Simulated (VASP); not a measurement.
# Si2Mo (I4/mmm) in VASP: a series of runs, part 2 of 3

VASP 6.6.1.

## 4. Single point, PBEsol+U

The input, POSCAR:

```
Si2Mo
1.0
   -1.6000000000      1.6000000000      3.9305000000
    1.6000000000     -1.6000000000      3.9305000000
    1.6000000000      1.6000000000     -3.9305000000
Mo Si
1 2
Direct
    0.0000000000      0.0000000000      0.0000000000
    0.6670000000      0.6670000000      0.0000000000
    0.3330000000      0.3330000000      0.0000000000
```

The input, INCAR.step1:

```
SYSTEM = Si2Mo
ALGO     = Normal         ! electronic algorithm
EDIFF    = 1E-7           ! SCF threshold, eV
ENCUT    = 520            ! plane-wave cutoff, eV
GGA      = PS             ! functional
ISIF     = 2              ! what is computed and relaxed
ISMEAR   = -1             ! smearing method
LASPH    = .TRUE.         ! aspherical terms in the spheres
LCHARG   = .TRUE.         ! write CHGCAR
LDAU     = .TRUE.         ! DFT+U
LDAUJ    = 0 0          
LDAUL    = 2 -1           ! shell
LDAUPRINT= 1            
LDAUTYPE = 2            
LDAUU    = 2 0            ! U, eV
LMAXMIX  = 4              ! l up to which the mixer works
LREAL    = .FALSE.        ! projectors in reciprocal space
LWAVE    = .FALSE.        ! write WAVECAR
NBANDS   = 18             ! bands
NELM     = 150            ! most SCF steps
PREC     = Accurate       ! precision mode
SIGMA    = 0.05           ! smearing width, eV
```

The input, KPOINTS.step1:

```
k-points
0
G
  12 12 12
  0 0 0
```

The input, INCAR.step2:

```
SYSTEM = Si2Mo
ALGO     = Normal         ! electronic algorithm
EDIFF    = 1E-7           ! SCF threshold, eV
ENCUT    = 520            ! plane-wave cutoff, eV
GGA      = PS             ! functional
ICHARG   = 11             ! starting density
ISIF     = 2              ! what is computed and relaxed
ISMEAR   = -5             ! smearing method
LASPH    = .TRUE.         ! aspherical terms in the spheres
LCHARG   = .FALSE.        ! write CHGCAR
LDAU     = .TRUE.         ! DFT+U
LDAUJ    = 0 0          
LDAUL    = 2 -1           ! shell
LDAUPRINT= 1            
LDAUTYPE = 2            
LDAUU    = 2 0            ! U, eV
LMAXMIX  = 4              ! l up to which the mixer works
LORBIT   = 10             ! projections on sites
LREAL    = .FALSE.        ! projectors in reciprocal space
LWAVE    = .FALSE.        ! write WAVECAR
NEDOS    = 2001           ! points of the DOS
NELM     = 150            ! most SCF steps
PREC     = Accurate       ! precision mode
SIGMA    = 0.05           ! smearing width, eV
```

The input, KPOINTS.step2:

```
k-points
0
G
  18 18 18
  0 0 0
```

The run is started by

```bash
> cat potpaw_PBE.64/Mo_sv/POTCAR potpaw_PBE.64/Si/POTCAR > POTCAR
> cp INCAR.step1 INCAR
> cp KPOINTS.step1 KPOINTS
> mpirun -np 1 vasp_std > vasp.out
> cp INCAR.step2 INCAR
> cp KPOINTS.step2 KPOINTS
> mpirun -np 1 vasp_std > vasp.out
```

It took 3.3 min on 1 thread of Intel Xeon 6975P-C (Granite Rapids), shared host; peak memory 0.42 GiB.

Results (log left out):

```
Valence electrons inside the program's atomic spheres : Mo 12.66; Si 1.62
```

Levels at points of the mesh, in eV from the Fermi level:
| k point | band 7 | band 8 | band 9 | band 10 | band 11 | band 12 | band 13 | band 14 | band 15 |
| --- | --- | --- | --- | --- | --- | --- | --- | --- | --- |
| (0.00, 0.00, 0.00) | -3.48 | -2.86 | -2.68 | -2.68 | 0.35 | 3.06 | 3.06 | 3.61 | 3.61 |
| (0.50, 0.00, 0.00) | -4.91 | -4.49 | -2.55 | -2.55 | -0.56 | 2.45 | 3.01 | 4.05 | 4.23 |
| (0.50, 0.50, 0.00) | -5.73 | -5.27 | -4.49 | -3.10 | -1.18 | 2.58 | 2.81 | 2.99 | 3.22 |
| (0.50, 0.50, 0.50) | -3.37 | -2.22 | -0.62 | -0.62 | -0.54 | -0.54 | 0.49 | 4.60 | 5.17 |

Eigenvalues of the final occupation matrices:
| site | spin | trace | eigenvalues |
| --- | --- | --- | --- |
| site 1 d | 1 | 2.11 | 0.31 0.37 0.47 0.47 0.49 |
| site 1 d | 2 | 2.11 | 0.31 0.37 0.47 0.47 0.49 |

Caveat: the PAW data sets were made with another functional, which shifts forces and pressure a little; U without spin polarisation on a metal has little footing; the U is typed as a test and isn't derived for this compound; tetrahedron occupations give inexact forces and stress in metals.

## 5. Vibrations by perturbation theory, PBEsol

The input, INCAR:

```
SYSTEM = Si2Mo
PREC = Accurate
ENCUT = 520
EDIFF = 1E-8
ISMEAR = -1
SIGMA = 0.05
LREAL = .FALSE.
LASPH = .TRUE.
NELM = 80
ALGO = Normal
ISIF = 2
LWAVE = .FALSE.
LCHARG = .TRUE.
GGA = PS
IBRION = 8
NSW = 1
```

The input, KPOINTS:

```
regular mesh
0
G
  9 9 9
  0 0 0
```

POSCAR is that of step 4.

Potentials or basis: VASP PAW PBE potentials, release 64 (Mo_sv, Si).

The run is started by

```bash
> cat potpaw_PBE.64/Mo_sv/POTCAR potpaw_PBE.64/Si/POTCAR > POTCAR
> mpirun -np 1 vasp_std > vasp.out
```

OUTCAR:

```text
SYSTEM = Si2Mo
   PREC = Accurate
   ENCUT = 520
   EDIFF = 1E-8
   ISMEAR = -1
   LREAL = .FALSE.
   LASPH = .TRUE.
   NELM = 80
   ISIF = 2
   GGA = PS
   IBRION = 8
   NSW = 1

 ion  position               nearest neighbor table
   1  0.000  0.000  0.000-   2 2.62   3 2.62   2 2.62   3 2.62   2 2.62   3 2.62   3 2.62   2 2.62
                             2 2.62   3 2.62
   2  0.667  0.667  0.000-   3 2.61   3 2.61   3 2.61   3 2.61   1 2.62   1 2.62   1 2.62   1 2.62
                             1 2.62   3 2.63
   3  0.333  0.333  0.000-   2 2.61   2 2.61   2 2.61   2 2.61   1 2.62   1 2.62   1 2.62   1 2.62
                             1 2.62   2 2.63

  LATTYP: Found a body centered tetragonal cell.
 ALAT       =     3.2000000000
 C/A-ratio  =     2.4565625000

  Lattice vectors:

 A1 = (  -1.6000000000,   1.6000000000,   3.9305000000)
 A2 = (   1.6000000000,  -1.6000000000,   3.9305000000)
 A3 = (   1.6000000000,   1.6000000000,  -3.9305000000)

Analysis of symmetry for initial positions (statically):
=====================================================================
 Subroutine PRICEL returns:
 Original cell was already a primitive cell.

 Routine SETGRP: Setting up the symmetry group for a
 body centered tetragonal supercell.

 Subroutine GETGRP returns: Found 16 space group operations
 (whereof 16 operations were pure point group operations)
 out of a pool of 16 trial point group operations.

The static configuration has the point symmetry D_4h.

Analysis of symmetry for dynamics (positions and initial velocities):
=====================================================================
 Subroutine PRICEL returns:
 Original cell was already a primitive cell.

 Routine SETGRP: Setting up the symmetry group for a
 body centered tetragonal supercell.

 Subroutine GETGRP returns: Found 16 space group operations
 (whereof 16 operations were pure point group operations)
 out of a pool of 16 trial point group operations.

The dynamic configuration has the point symmetry D_4h.

 Subroutine INISYM returns: Found 16 space group operations
 (whereof 16 operations are pure point group operations),
 and found     1 'primitive' translations

----------------------------------------------------------------------------------------

                                     Primitive cell

  volume of cell :      40.2483

  direct lattice vectors                    reciprocal lattice vectors
    -1.600000000  1.600000000  3.930500000     0.000000000  0.312500000  0.127210279
[... 577 lines left out ...]
 [... further k-points ...]

------------------------ aborting loop because EDIFF is reached ----------------------------------------

  FORCE on cell =-STRESS in cart. coord.  units (eV):
  Direction    XX          YY          ZZ          XY          YZ          ZX
  --------------------------------------------------------------------------------------
  -------------------------------------------------------------------------------------
  Total       -0.4624665     -0.4624665     -0.8498910      0.0000000     -0.0000000      0.0000000
  in kB      -18.4095468    -18.4095468    -33.8318744      0.0000000     -0.0000000      0.0000000
  external PRESSURE =     -23.5503227 kB  Pullay stress =       0.0000000 kB

 VOLUME and BASIS-vectors are now :
 -----------------------------------------------------------------------------
  energy-cutoff  :      520.00
  volume of cell :       40.25
      direct lattice vectors                 reciprocal lattice vectors
    -1.600000000  1.600000000  3.930500000     0.000000000  0.312500000  0.127210279
     1.600000000 -1.600000000  3.930500000     0.312500000  0.000000000  0.127210279
     1.600000000  1.600000000 -3.930500000     0.312500000  0.312500000  0.000000000

 POSITION                                       TOTAL-FORCE (eV/Angst)
 -----------------------------------------------------------------------------------
      0.00000      0.00000      0.00000        -0.000000     -0.000000     -0.000000
      0.00000      0.00000      5.24329         0.000000      0.000000     -0.349580
      0.00000      0.00000      2.61771        -0.000000     -0.000000      0.349580
 -----------------------------------------------------------------------------------
    total drift:                                0.000000      0.000000     -0.000000

  FREE ENERGIE OF THE ION-ELECTRON SYSTEM (eV)
  ---------------------------------------------------
  free  energy   TOTEN  =       -25.0705588768 eV

  energy  without entropy=      -25.0675272943  energy(sigma->0) =      -25.06904309

[... ionic steps 2 to 3 ...]

--------------------------------------- Ionic step        4  -------------------------------------------

------------------------ aborting loop because EDIFF is reached ----------------------------------------
[... 11 lines left out ...]
[... ionic steps 8 to 8 ...]

--------------------------------------- Ionic step        9  -------------------------------------------

 Free energy of the ion-electron system (eV)
  ---------------------------------------------------
  ---------------------------------------------------
  free energy    TOTEN  =        -0.02249820 eV

  energy without entropy =       -0.02249051

------------------------ aborting loop because EDIFF is reached ----------------------------------------

 INTERNAL STRAIN TENSOR  FOR ION    2  DIRECTION 3   (eV/Angst):
 -----------------------------------------------------------------------------
    -1.28385  0.00000  0.00000
     0.00000 -1.28385  0.00000
     0.00000  0.00000 -2.02448

 INTERNAL STRAIN TENSOR FOR ION    3 for displacements in x,y,z  (eV/Angst):
          X           Y           Z          XY          YZ          ZX
  --------------------------------------------------------------------------------
  x     0.00000     0.00000     0.00000     0.00000     0.00000     0.60121
  y     0.00000     0.00000     0.00000     0.00000     1.49328     0.00000
  z     1.28385     1.28385     2.02448     0.00000     0.00000     0.00000

 SECOND DERIVATIVES (NOT SYMMETRIZED)
 ------------------------------------
               1X          1Y          1Z          2X          2Y          2Z          3X          3Y          3Z
  1X    -9.288612   -0.000000    0.000000    4.644306    0.000000    0.000000    4.644306    0.000000    0.000000
  1Y     0.000000   -9.288612    0.000000    0.000000    4.644306    0.000000    0.000000    4.644306    0.000000
  1Z     0.000000   -0.000000  -12.837639    0.000000    0.000000    6.418819    0.000000    0.000000    6.418819
  2X     4.643648    0.000000    0.000000   -7.996747   -0.000000    0.000000    3.353099    0.000000    0.000000
  2Y    -0.000000    4.643648   -0.000000    0.000000   -7.996747    0.000000   -0.000000    3.353099    0.000000
  2Z     0.000000    0.000000    6.420248    0.000000    0.000000  -12.064438    0.000000   -0.000000    5.644190
  3X     4.643648    0.000000    0.000000    3.353099    0.000000    0.000000   -7.996747   -0.000000    0.000000
  3Y    -0.000000    4.643648   -0.000000   -0.000000    3.353099    0.000000    0.000000   -7.996747    0.000000
  3Z     0.000000    0.000000    6.420248    0.000000   -0.000000    5.644190    0.000000    0.000000  -12.064438

 Eigenvectors and eigenvalues of the dynamical matrix
 ----------------------------------------------------

   1 f  =   12.413835 THz    77.998428 2PiTHz  414.080974 cm-1    51.339474 meV
             X         Y         Z           dx          dy          dz
      0.000000  0.000000  0.000000    -0.000000    0.000000   -0.000000
      0.000000  0.000000  5.243287    -0.000000    0.000000   -0.707107
      0.000000  0.000000  2.617713     0.000000   -0.000000    0.707107
[... 43 lines left out ...]
   9 f/i=    0.000505 THz     0.003175 2PiTHz    0.016857 cm-1     0.002090 meV
             X         Y         Z           dx          dy          dz
      0.000000  0.000000  0.000000    -0.000000   -0.000000    0.794216
      0.000000  0.000000  5.243287    -0.000000   -0.000000    0.429663
      0.000000  0.000000  2.617713    -0.000000   -0.000000    0.429663

--------------------------------------------------------------------------------------------------------

 ELASTIC MODULI CONTR FROM IONIC RELAXATION (kBar)
 Direction    XX          YY          ZZ          XY          YZ          ZX
 --------------------------------------------------------------------------------
 XX          -7.4103     -7.4103    -11.6851      0.0000      0.0000     -0.0000
 YY          -7.4103     -7.4103    -11.6851      0.0000      0.0000     -0.0000
 ZZ         -11.6851    -11.6851    -18.4261      0.0000      0.0000     -0.0000
 XY           0.0000      0.0000      0.0000      0.0000      0.0000      0.0000
 YZ           0.0000      0.0000      0.0000      0.0000    -15.6417      0.0000
 ZX          -0.0000     -0.0000     -0.0000      0.0000      0.0000     -2.5355
 --------------------------------------------------------------------------------
```

OSZICAR:

```text
N       E                     dE             d eps       ncg     rms          rms(c)
DAV:   1     0.118960188086E+03    0.11896E+03   -0.11490E+04  2250   0.140E+03
DAV:   2    -0.230255975295E+02   -0.14199E+03   -0.14028E+03  2733   0.334E+02
DAV:   3    -0.260398268691E+02   -0.30142E+01   -0.29074E+01  3020   0.435E+01
[... 82 lines left out ...]
RMM:   7    -0.224986053338E-01   -0.52017E-06   -0.18286E-06  3714   0.360E-03    0.103E-03
RMM:   8    -0.224977615146E-01    0.84382E-06    0.11743E-07  3661   0.188E-03    0.367E-04
RMM:   9    -0.224978291796E-01   -0.67665E-07    0.93649E-08  4007   0.599E-04    0.109E-04
RMM:  10    -0.224981731718E-01   -0.34399E-06   -0.14164E-07  3838   0.208E-04    0.245E-05
RMM:  11    -0.224981984638E-01   -0.25292E-07   -0.17374E-08  3941   0.464E-05    0.589E-06
RMM:  12    -0.224981978066E-01    0.65712E-09    0.89618E-09  3868   0.146E-05    0.328E-06
 Linear response finished
```

Run time: 5.7 min. Hardware: 1 thread of Intel Xeon 6975P-C (Granite Rapids), shared host; peak memory 0.53 GiB.

What came out:

| Item | Value |
| --- | --- |
| Highest phonon frequency at Γ | 414 cm⁻¹ |

Phonon frequencies in cm⁻¹ (negative: imaginary):
```tsv
q point	frequencies
(0.000, 0.000, 0.000)	0 0 0 267 267 314 332 332 414
```

Caveat: the cell stands under pressure or tension, which shifts response properties; the PAW data sets were made with another functional, which shifts forces and pressure a little.

(Part 2 of 3 ends here.)
